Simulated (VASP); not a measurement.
Runs of VASP 6.6.1 on C. The cells are those of the table. 

```tsv
task	cell	k mesh	cutoff (eV)	smearing	gap on the mesh (eV)	pressure (GPa)	largest force (eV/Å)
single point	a = 5.470, b = 5.191, c = 5.355 Å, angles 88.8, 89.0, 90.2°, 16 atoms	1 × 1 × 1, shifted	520	fermi-dirac 0.05 eV	(b)	(c)	(a)
relaxation of cell and atoms	relaxed from a = 5.470, b = 5.191, c = 5.355 Å, angles 88.8, 89.0, 90.2°, 16 atoms	3 × 3 × 3	600	gaussian 0.1 eV	none	0.0	0.04
single point	a = 5.470, b = 5.191, c = 5.355 Å, angles 88.8, 89.0, 90.2°, 16 atoms	1 × 1 × 1, shifted	520	fermi-dirac 0.2068 eV	1.18	-20.4	8.70
single point	a = 5.470, b = 5.191, c = 5.355 Å, angles 88.8, 89.0, 90.2°, 16 atoms	4 × 5 × 4	520	fermi-dirac 0.517 eV	none	17.0	16.41
single point	a = 5.190, b = 4.787, c = 5.454 Å, angles 90.9, 92.0, 83.0°, 16 atoms	3 × 3 × 3	520	gaussian 0.1 eV	none	0.4	0.04
```

Alike in all rows: level PBE; potentials or basis VASP PAW PBE potentials, release 64 (C); no spin polarisation.

Q: Estimate the missing entries.

A: (a) 4.04; (b) 1.28; (c) -21.9.

Caveats: some runs use coarse meshes.

A k mesh can miss the band edges.

A gap of «none» marks levels without a gap at the run's occupations.
